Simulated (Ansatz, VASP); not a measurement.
## PIr: VASP beside Ansatz

```xyz
2
Lattice="0.0000 2.5857 2.5857 2.5857 0.0000 2.5857 2.5857 2.5857 0.0000" Properties=species:S:1:pos:R:3 pbc="T T T"
Ir    0.0000    0.0000    0.0000
P     1.2928    1.2928    1.2928
```

Alike in both runs: functional LDA; k mesh 12 × 12 × 12; occupations fermi-dirac, width 0.05 eV; no spin polarisation.

Ansatz relaxed the structure, and its values are those at the end. VASP's run is a single point on that final structure, the one shown.

```csv
,VASP,Ansatz
version,VASP 6.6.1,Ansatz 0.2.0
potentials or method,"VASP PAW LDA potentials, release 64 (Ir_sv_GW, P)","PAW with Ansatz's default frozen-core files, scalar-relativistic"
plane-wave cutoff (eV),500,420
valence electrons in the cell,22,22
```

Ansatz gave:

| Quantity | Value |
| --- | --- |
| pressure (GPa) | 0.0 |

**Question.** Estimate VASP's values.

**Answer.** Pressure (GPa): -0.9.

LDA's correlation is that of Perdew and Zunger in VASP and of Perdew and Wang (1992) in Ansatz.

Neither program's run includes spin-orbit coupling.
